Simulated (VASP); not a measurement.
Ta, 7 atoms in the cell. The cell holds a slab with vacuum, 7 atoms: a = 3.319 Å, b = 3.319 Å, c = 24.957 Å, α = 90.00°, β = 90.00°, γ = 90.00°. 

```yaml
Program: VASP 6.6.1
Task: single point
Functional: PBE
Potentials_or_basis: VASP PAW PBE potentials, release 64 (Ta_pv)
Cutoff: 520 eV
k_mesh: 10 × 10 × 1
Occupations: gaussian, width 0.1 eV
Spin: no spin polarisation
Dipole_correction: yes
Further_INCAR_settings: ALGO = Fast; EDIFF = 1e-07; NBANDS = 48
```

Potentials or basis: VASP PAW PBE potentials, release 64 (Ta_pv).

The run is started by

```bash
$ cat potpaw_PBE.64/Ta_pv/POTCAR > POTCAR
$ mpirun -np 1 vasp_std > vasp.out
```

Hardware: 1 thread of Intel(R) Xeon(R) 6975P-C (Granite Rapids), on a shared host.

Q: Estimate the wall time of this run.

A: Run time: 16 min on 1 thread of Intel(R) Xeon(R) 6975P-C (Granite Rapids), with other jobs on the host, peak memory 0.48 GiB. Counts: scf iterations 29, k points 21.
